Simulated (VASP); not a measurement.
# Si8N (a cell with a defect) in VASP: notebook

Si8N (a cell with a defect) is run at these levels: LDA; tasks: single point.

Everything below comes from runs of VASP 6.6.1. Logs are shortened: lines on timing, memory, paths and dates and some standing lists are left out, and cuts for length are marked.

## 1. The cell of the first run

The cell holds a defect, 9 atoms: a = 5.691 Å, b = 5.691 Å, c = 5.691 Å, α = 109.87°, β = 109.87°, γ = 109.87°.

## 2. Single point, LDA

INCAR

```
SYSTEM = Si8N
PREC = Accurate
ENCUT = 520
EDIFF = 1E-6
ISMEAR = 0
SIGMA = 0.15
LREAL = .FALSE.
LASPH = .TRUE.
NELM = 120
ALGO = Normal
ISIF = 2
LWAVE = .FALSE.
LCHARG = .FALSE.
GGA = CA
NBANDS = 28
GGA_COMPAT = .FALSE.
```

KPOINTS

```
regular mesh
0
G
  6 6 6
  0 0 0
```

POSCAR

```
Si8N
1.0
    4.6579848274      2.6892887940      1.8598059153
   -4.6579848274      2.6892887940      1.8598059153
    0.0000000000     -5.3785775880      1.8598059153
Si N
8 1
Direct
    0.0230623328      0.7214165780      0.5253456073
    0.9769376672      0.2785834220      0.4746543927
    0.7155045384      0.7155045384      0.7155045384
    0.2785834220      0.4746543927      0.9769376672
    0.4746543927      0.9769376672      0.2785834220
    0.7214165780      0.5253456073      0.0230623328
    0.2844954616      0.2844954616      0.2844954616
    0.5253456073      0.0230623328      0.7214165780
    0.0214165780      0.1253456073     -1.0769376672
```

Potentials or basis: VASP PAW LDA potentials, release 64 (Si, N).

On the command line:

```
> cat potpaw_LDA.64/Si/POTCAR potpaw_LDA.64/N/POTCAR > POTCAR
> mpirun -np 1 vasp_std > vasp.out
```

OUTCAR:

```text
SYSTEM = Si8N
   PREC = Accurate
   ENCUT = 520
   EDIFF = 1E-6
   ISMEAR = 0
   LREAL = .FALSE.
   LASPH = .TRUE.
   NELM = 120
   ISIF = 2
   GGA = CA

 ion  position               nearest neighbor table
   1  0.023  0.721  0.525-   3 2.35   2 2.35   8 2.36   6 2.36
   2  0.977  0.279  0.475-   7 2.35   1 2.35   5 2.36   4 2.36
   3  0.716  0.716  0.716-   9 1.96   8 2.35   1 2.35   6 2.35   7 2.40
   4  0.279  0.475  0.977-   9 1.87   7 2.35   6 2.35   5 2.36   2 2.36
   5  0.475  0.977  0.279-   7 2.35   8 2.35   4 2.36   2 2.36
   6  0.721  0.525  0.023-   3 2.35   4 2.35   8 2.36   1 2.36
   7  0.284  0.284  0.284-   9 1.74   5 2.35   2 2.35   4 2.35   3 2.40
   8  0.525  0.023  0.721-   3 2.35   5 2.35   6 2.36   1 2.36   9 2.42
   9  0.021  0.125  0.923-   7 1.74   4 1.87   3 1.96   8 2.42

  LATTYP: Found a trigonal (rhomboedric) cell.
 ALAT       =     5.6910433940
 COS(alpha) =    -0.3398073026

  Lattice vectors:

 A1 = (   4.6579848274,   2.6892887940,   1.8598059153)
 A2 = (  -4.6579848274,   2.6892887940,   1.8598059153)
 A3 = (   0.0000000000,  -5.3785775880,   1.8598059153)

Analysis of symmetry for initial positions (statically):
=====================================================================
 Subroutine PRICEL returns:
 Original cell was already a primitive cell.

 Routine SETGRP: Setting up the symmetry group for a
 trigonal (rhombohedral) supercell.

 Subroutine GETGRP returns: Found  1 space group operations
 (whereof  1 operations were pure point group operations)
 out of a pool of 12 trial point group operations.

The static configuration has the point symmetry C_1 .

Analysis of symmetry for dynamics (positions and initial velocities):
=====================================================================
 Subroutine PRICEL returns:
 Original cell was already a primitive cell.

 Routine SETGRP: Setting up the symmetry group for a
 trigonal (rhombohedral) supercell.

 Subroutine GETGRP returns: Found  1 space group operations
 (whereof  1 operations were pure point group operations)
 out of a pool of 12 trial point group operations.

The dynamic configuration has the point symmetry C_1 .

 Subroutine INISYM returns: Found  1 space group operations
 (whereof  1 operations are pure point group operations),
 and found     1 'primitive' translations

----------------------------------------------------------------------------------------

                                     Primitive cell

  volume of cell :     139.7830

  direct lattice vectors                    reciprocal lattice vectors
     4.657984827  2.689288794  1.859805915     0.107342557  0.061974254  0.179230172
    -4.657984827  2.689288794  1.859805915    -0.107342557  0.061974254  0.179230172
     0.000000000 -5.378577588  1.859805915     0.000000000 -0.123948508  0.179230172

  length of vectors
     5.691043394  5.691043394  5.691043394     0.217914403  0.217914403  0.217914403

  position of ions in fractional coordinates (direct lattice)
     0.023062333  0.721416578  0.525345607
     0.976937667  0.278583422  0.474654393
     0.715504538  0.715504538  0.715504538
     0.278583422  0.474654393  0.976937667
     0.474654393  0.976937667  0.278583422
     0.721416578  0.525345607  0.023062333
     0.284495462  0.284495462  0.284495462
     0.525345607  0.023062333  0.721416578
     0.021416578  0.125345607  0.923062333

  ion indices of the primitive-cell ions
   primitive index   ion index
                 1           1
                 2           2
                 3           3
                 4           4
                 5           5
                 6           6
                 7           7
                 8           8
                 9           9

----------------------------------------------------------------------------------------

 KPOINTS: regular mesh

Automatic generation of k-mesh.
 Grid dimensions read from file:
 generate k-points for:    6    6    6

 Generating k-lattice:

  Cartesian coordinates                     Fractional coordinates (reciprocal lattice)
     0.017890426  0.010329042  0.029871695     0.166666667  0.000000000  0.000000000
    -0.017890426  0.010329042  0.029871695     0.000000000  0.166666667  0.000000000
     0.000000000 -0.020658085  0.029871695     0.000000000  0.000000000  0.166666667

  Length of vectors
     0.036319067  0.036319067  0.036319067

  Shift w.r.t. Gamma in fractional coordinates (k-lattice)
     0.000000000  0.000000000  0.000000000

 Subroutine IBZKPT returns following result:
 ===========================================

 Found    112 irreducible k-points:

 Following reciprocal coordinates:
            Coordinates               Weight
  0.000000  0.000000  0.000000      1.000000
  0.166667 -0.000000  0.000000      2.000000
 -0.000000  0.166667  0.000000      2.000000
  0.000000  0.000000  0.166667      2.000000
  0.333333 -0.000000  0.000000      2.000000
 -0.000000  0.333333  0.000000      2.000000
[... 16 lines left out ...]
 -0.166667  0.500000  0.000000      2.000000
  0.166667  0.000000  0.500000      2.000000
 [... further k-points ...]
   k-points           NKPTS =    112   k-points in BZ     NKDIM =    112   number of bands    NBANDS=     28
   number of dos      NEDOS =    301   number of ions     NIONS =      9
   total plane-waves  NPLWV =  74088
   dimension x,y,z NGX =    42 NGY =   42 NGZ =   42
   dimension x,y,z NGXF=    84 NGYF=   84 NGZF=   84
   ions per type =               8   1
   NGX,Y,Z   is equivalent  to a cutoff of  12.27, 12.27, 12.27 a.u.
   NGXF,Y,Z  is equivalent  to a cutoff of  24.54, 24.54, 24.54 a.u.
 SYSTEM =  Si8N
   PREC   = accura    normal or accurate (medium, high low for compatibility)
   ISTART =      0    job   : 0-new  1-cont  2-samecut
   ICHARG =      2    charge: 1-file 2-atom 10-const
   ISPIN  =      1    spin polarized calculation?
   LNONCOLLINEAR =      F non collinear calculations
   LSORBIT =      F    spin-orbit coupling
   LASPH  =      T    aspherical Exc in radial PAW
   ENCUT  =  520.0 eV  38.22 Ry    6.18 a.u.  10.58 10.58 10.58*2*pi/ulx,y,z
   NELM   =    120;   NELMIN=  2; NELMDL= -5     # of ELM steps
   EDIFF  = 0.1E-05   stopping-criterion for ELM
   LREAL  =      F    real-space projection
   EDIFFG = 0.1E-04   stopping-criterion for IOM
   NSW    =      0    number of steps for IOM
   IBRION =     -1    ionic relax: 0-MD 1-quasi-New 2-CG
   NFREE  =      0    steps in history (QN), initial steepest desc. (CG)
   ISIF   =      2    stress and relaxation
   ISYM   =      2    0-nonsym 1-usesym 2-fastsym
   POTIM  = 0.5000    time-step for ionic-motion
   TEBEG  =    0.0;   TEEND  =   0.0 temperature during run
   PSTRESS=    0.0 pullay stress
   NELECT =      37.0000    total number of electrons
   NUPDOWN=      -1.0000    fix difference up-down
   EMIN   =  10.00;   EMAX   =-10.00  energy-range for DOS
   EFERMI =   0.00;   METHOD = LEGACY
   ISMEAR =     0;   SIGMA  =   0.15  broadening in eV -4-tet -1-fermi 0-gaus
   EFERMI_NEDOS =   21; number of points for ismear=-14 and -15
   IALGO  =     38    algorithm
   IMIX   =      4    mixing-type and parameters
     AMIX     =   0.40;   BMIX     =  1.00
     AMIX_MAG =   1.60;   BMIX_MAG =  1.00
  volume/ion in A,a.u.               =      15.53       104.81
  Fermi-wavevector in a.u.,A,eV,Ry     =   1.051132  1.986352 15.032786  1.104879
  Thomas-Fermi vector in A             =   2.186163
   LORBIT       =      0    0 simple, 1 ext, 2 COOP (PROOUT), +10 PAW based schemes
   GGA     = CA    functional components
   LHFCALC =     F    Hartree Fock is set to
   AEXX    =    0.0000 exact exchange contribution
   IVDW    =     0    specifies the selected vdW correction
   LEPSILON=     F    determine dielectric tensor
   LRPA    =     F    only Hartree local field effects (RPA)
 non-spin polarized calculation
 Gauss-broadening in eV      SIGMA  =   0.15
  energy-cutoff  :      520.00
  volume of cell :      139.78
 maximum number of plane-waves:      3786
   NGX = 21   NGY = 21   NGZ = 21

 number of electron      37.0000000 magnetization

 Free energy of the ion-electron system (eV)
  ---------------------------------------------------
  ext. energy  EPLUGINS =         0.00000000
  ---------------------------------------------------
  free energy    TOTEN  =       -54.22991829 eV

  energy without entropy =      -54.18433284  energy(sigma->0) =      -54.20712557

 E-fermi :   7.5932     XC(G=0): -10.5903

 val. band max:        7.5902050685   @ k =   0.1667  -0.3333  -0.3333
 cond. band min:       7.5935303305   @ k =   0.5000   0.3333  -0.1667
 fundamental gap:      0.0033252620
 Fermi energy:         7.5932251493

 k-point     1 :       0.0000    0.0000    0.0000
  band No.  band energies     occupation
      1      -8.8308      2.00000
      2      -4.0599      2.00000
      3      -1.9496      2.00000
      4      -0.4591      2.00000
      5      -0.1349      2.00000
      6       0.0029      2.00000
[... 20 lines left out ...]
     27      12.9234      0.00000
     28      13.4741      0.00000

 k-point     2 :       0.1667   -0.0000    0.0000
  band No.  band energies     occupation
      1      -8.7983      2.00000
      2      -4.1197      2.00000
      3      -1.9141      2.00000
      4      -0.7516      2.00000
      5      -0.5294      2.00000
      6      -0.2118      2.00000
[... 20 lines left out ...]
     27      12.8652      0.00000
     28      13.0374      0.00000

 k-point     3 :      -0.0000    0.1667    0.0000
  band No.  band energies     occupation
      1      -8.7987      2.00000
      2      -4.1113      2.00000
      3      -1.9177      2.00000
      4      -0.8642      2.00000
      5      -0.4802      2.00000
      6      -0.1617      2.00000
[... 616 lines left out ...]
      3      -2.7905      2.00000
      4      -1.5177      2.00000
      5      -0.8343      2.00000
      6      -0.1193      2.00000
[... 20 lines left out ...]
     27      12.1787      0.00000
     28      12.5472      0.00000

 k-point    24 :       0.1667    0.0000    0.5000
  band No.  band energies     occupation
      1      -8.7057      2.00000
      2      -3.9403      2.00000
      3      -2.8246      2.00000
      4      -1.5208      2.00000
      5      -1.1012      2.00000
      6       0.0451      2.00000
[... 20 lines left out ...]
     27      12.1961      0.00000
     28      12.3501      0.00000

 [... further k-points ...]

------------------------ aborting loop because EDIFF is reached ----------------------------------------

  FORCE on cell =-STRESS in cart. coord.  units (eV):
  Direction    XX          YY          ZZ          XY          YZ          ZX
  --------------------------------------------------------------------------------------
  -------------------------------------------------------------------------------------
  Total        5.5196443      4.1575686     -0.2589244     -0.5727714     -4.6608308      1.0405109
  in kB       63.2655503     47.6535890     -2.9677622     -6.5650425    -53.4219247     11.9262206
  external PRESSURE =      35.9837924 kB  Pullay stress =       0.0000000 kB

 VOLUME and BASIS-vectors are now :
 -----------------------------------------------------------------------------
  energy-cutoff  :      520.00
  volume of cell :      139.78
      direct lattice vectors                 reciprocal lattice vectors
     4.657984827  2.689288794  1.859805915     0.107342557  0.061974254  0.179230172
    -4.657984827  2.689288794  1.859805915    -0.107342557  0.061974254  0.179230172
     0.000000000 -5.378577588  1.859805915     0.000000000 -0.123948508  0.179230172

 POSITION                                       TOTAL-FORCE (eV/Angst)
 -----------------------------------------------------------------------------------
     -3.25292     -0.82349      2.36163         0.110482      0.326716     -0.417308
      3.25292      0.82349      3.21779         0.087829      0.156490      0.331645
      0.00000      0.00000      3.99210        -0.342461      0.599247      1.038057
     -0.91330     -3.22886      3.21779        -0.271430      0.708829     -1.635228
     -2.33963      2.40537      3.21779         0.102528     -0.113723      0.238736
      0.91330      3.22886      2.36163         0.140397     -0.193275     -0.095326
      0.00000      0.00000      1.58732         0.661574     -1.735952     -0.540138
      2.33963     -2.40537      2.36163        -0.158471     -0.124174      0.091271
     -0.48410     -4.57008      1.98967        -0.330449      0.375842      0.988291
 -----------------------------------------------------------------------------------
    total drift:                                0.000021      0.000014     -0.000070

  FREE ENERGIE OF THE ION-ELECTRON SYSTEM (eV)
  ---------------------------------------------------
  free  energy   TOTEN  =       -54.2299182926 eV

  energy  without entropy=      -54.1843328393  energy(sigma->0) =      -54.20712557
```

Run time: 9.8 min. Hardware: 1 thread of Oxide Virtual Turin-like, shared host; peak memory 0.39 GiB.

What came out:

```yaml
Free_energy: -54.2299 eV
Pressure: 3.6 GPa
Largest_force: 1.935 eV/Å
Band_gap_on_the_k_mesh: zero (an odd number of electrons rules out a gap without spin polarisation)
```

Forces on the atoms (eV/Å):
```
Si   0.110  0.327 -0.417
Si   0.088  0.156  0.332
Si  -0.342  0.599  1.038
Si  -0.271  0.709 -1.635
Si   0.103 -0.114  0.239
Si   0.140 -0.193 -0.095
Si   0.662 -1.736 -0.540
Si  -0.158 -0.124  0.091
N   -0.330  0.376  0.988
```

Stress tensor (GPa, compression positive):
```
 6.33 -0.66  1.19
-0.66  4.77 -5.34
 1.19 -5.34 -0.30
```

Caveat: an odd number of electrons without spin polarisation forces a metal; a magnetic or distorted state may lie lower.

## 3. Single point, LDA

INCAR

```
ALGO = Normal
EDIFF = 1E-6
ENCUT = 520
GGA = CA
GGA_COMPAT = False
ISIF = 2
ISMEAR = 0
LASPH = True
LCHARG = False
LREAL = False
LWAVE = False
NBANDS = 28
NELM = 120
PREC = Accurate
SIGMA = 0.15
```

KPOINTS

```
k-points
0
Gamma
  6 6 6
```

Edit POSCAR of step 2 so:

```diff
@@ -16,2 +16,2 @@
     0.5253456073      0.0230623328      0.7214165780
-    0.0214165780      0.1253456073     -1.0769376672
+   -0.1785834220     -0.2746543927     -1.6769376672
```

Potentials or basis: VASP PAW LDA potentials, release 64 (Si, N).

On the command line:

```
> cat potpaw_LDA.64/Si/POTCAR potpaw_LDA.64/N/POTCAR > POTCAR
> mpirun -np 1 vasp_std > vasp.out
```

Wall time 9.6 min (1 thread of Oxide Virtual Turin-like, shared host); peak memory 0.4 GiB.

Results (log left out):

| Property | Result |
| --- | --- |
| Free energy | -49.5261 eV |
| Pressure | 24.6 GPa |
| Largest force | 26.643 eV/Å |
| Band gap on the k mesh | zero (an odd number of electrons rules out a gap without spin polarisation) |

Forces on the atoms (eV/Å):
```
Si   17.807 -12.082  15.709
Si    0.013  -0.048  -0.244
Si   -0.163  -1.131   0.170
Si   -0.826  -0.032  -1.203
Si   -0.403   0.276   0.053
Si    2.627   7.702 -10.290
Si    0.091  -0.056  -0.155
Si    0.284  -0.282   0.394
N   -19.431   5.652  -4.435
```

Stress tensor (GPa, compression positive):
```
 24.32 -10.75  14.24
-10.75  18.95 -20.26
 14.24 -20.26  30.43
```

Levels at points of the mesh, in eV from the Fermi level:
```csv
k point,band 15,band 16,band 17,band 18,band 19,band 20,band 21,band 22,band 23,band 24
"(0.00, 0.00, 0.00)",-2.75,-2.30,-1.05,0.22,0.77,1.38,2.14,2.99,3.79,4.54
"(0.50, 0.00, 0.00)",-2.01,-1.36,-1.05,-0.38,0.29,0.69,1.63,2.11,2.41,2.52
"(0.00, 0.50, 0.00)",-2.01,-1.68,-1.06,-0.99,-0.42,1.13,1.78,2.31,2.50,3.04
"(0.00, 0.00, 0.50)",-1.65,-1.42,-1.35,-0.53,-0.46,0.59,1.39,1.78,2.79,3.74
"(0.50, 0.50, 0.00)",-2.28,-1.81,-1.28,-0.70,0.29,0.57,1.46,1.97,2.23,3.12
"(0.50, 0.00, 0.50)",-2.24,-1.68,-1.00,-0.85,-0.06,0.51,1.38,1.78,2.30,2.60
"(0.00, 0.50, 0.50)",-2.23,-1.94,-1.62,-1.16,-0.56,1.34,1.65,1.98,2.44,2.97
"(0.50, 0.50, 0.50)",-2.00,-1.23,-0.73,-0.14,0.76,2.02,2.28,2.86,3.06,3.12
```

Caveat: an odd number of electrons without spin polarisation forces a metal; a magnetic or distorted state may lie lower.

## 4. Single point, LDA

INCAR

```
SYSTEM = Si8N
ALGO = Normal
EDIFF = 1E-6
ENCUT = 520
GGA_COMPAT = .FALSE.
ISIF = 2
ISMEAR = 0
LASPH = .TRUE.
LCHARG = .FALSE.
LREAL = .FALSE.
LWAVE = .FALSE.
NBANDS = 28
NELM = 120
PREC = Accurate
SIGMA = 0.15
```

KPOINTS

```
k-points
0
G
  6 6 6
  0 0 0
```

Edit POSCAR of step 3 so:

```diff
@@ -16,2 +16,2 @@
     0.5253456073      0.0230623328      0.7214165780
-   -0.1785834220     -0.2746543927     -1.6769376672
+    0.6214165780      0.3253456073     -0.2769376672
```

On the command line:

```
> cat potpaw_LDA.64/Si/POTCAR potpaw_LDA.64/N/POTCAR > POTCAR
> mpirun -np 1 vasp_std > vasp.out
```

It took 9.9 min on 1 thread of Oxide Virtual Turin-like, shared host; peak memory 0.39 GiB.

Results (log left out):

```yaml
Free_energy: -51.3975 eV
Pressure: 14.5 GPa
Largest_force: 14.132 eV/Å
Band_gap_on_the_k_mesh: zero (an odd number of electrons rules out a gap without spin polarisation)
```

Forces in eV/Å, atoms in the order of the input:
```
Si   0.105  0.219  0.081
Si   0.210  0.140  0.058
Si  -0.345  0.737  0.166
Si  -0.353 -0.163 -0.177
Si   0.424  0.805 -0.728
Si  -5.480 -7.161 10.882
Si  -0.380  0.079 -0.409
Si   2.757 -3.398 -2.883
N    3.063  8.742 -6.991
```

Stress tensor (GPa, compression positive):
```
11.88  1.59 -9.61
 1.59 12.86 -8.56
-9.61 -8.56 18.78
```

Levels at points of the mesh, in eV from the Fermi level:
```
           k point  band 17  band 18  band 19  band 20  band 21  band 22
(0.00, 0.00, 0.00)    -1.09    -0.39     0.48     0.98     2.55     3.31
(0.50, 0.00, 0.00)    -1.11    -0.53    -0.23     0.96     1.47     2.30
(0.00, 0.50, 0.00)    -1.05    -0.84     0.21     0.68     1.21     1.44
(0.00, 0.00, 0.50)    -1.11    -0.42     0.19     1.32     1.98     2.15
(0.50, 0.50, 0.00)    -1.06    -0.80    -0.15     0.99     1.25     2.21
(0.50, 0.00, 0.50)    -0.94    -0.37     0.08     0.57     1.43     1.82
(0.00, 0.50, 0.50)    -1.16    -0.84     0.17     0.70     1.42     1.81
(0.50, 0.50, 0.50)    -0.52    -0.16     1.19     1.70     1.99     2.83
```

Caveat: an odd number of electrons without spin polarisation forces a metal; a magnetic or distorted state may lie lower.

(Part 1 of 2 ends here.)
